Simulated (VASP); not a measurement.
# Ta: single point with PBE

The system is Ta.

```
CELL_PARAMETERS angstrom
2.68246 0.00000 0.00000
-1.34123 2.32308 0.00000
0.00000 0.00000 2.53860
ATOMIC_POSITIONS crystal
Ta 0.00000 0.00000 0.00000
```

This cell differs from its parent crystal: volume scaled by 0.8.

| Quantity | Value |
| --- | --- |
| Program | VASP 6.6.1 |
| Task | single point |
| Functional | PBE |
| Potentials or basis | VASP PAW PBE potentials, release 64 (Ta_pv) |
| Cutoff | 520 eV |
| k mesh | 17 × 17 × 16 |
| Occupations | fermi-dirac, width 0.05 eV |
| Spin | no spin polarisation |

```yaml
Pressure: 55.5 GPa
```

Stress tensor (GPa, compression positive):
```
55.48  0.00  0.00
 0.00 55.48  0.00
 0.00  0.00 55.60
```

Levels at points of the mesh, in eV from the Fermi level:
| k point | band 1 | band 2 | band 3 | band 4 | band 5 | band 6 | band 7 | band 8 | band 9 | band 10 |
| --- | --- | --- | --- | --- | --- | --- | --- | --- | --- | --- |
| (0.00, 0.00, 0.00) | -33.05 | -33.05 | -33.03 | -8.77 | -3.99 | 0.28 | 0.28 | 7.80 | 7.80 | 13.20 |
| (0.00, 0.00, 0.50) | -35.33 | -32.83 | -32.83 | -4.85 | -0.16 | 1.45 | 1.45 | 2.95 | 2.95 | 13.27 |

It took 51 s on 1 thread of AMD EPYC 7R43 64-Core Processor (Zen 3), on a shared host, peak memory 0.13 GiB.

Caveat: spin-orbit coupling is left out, which moves the levels of the heavy elements.
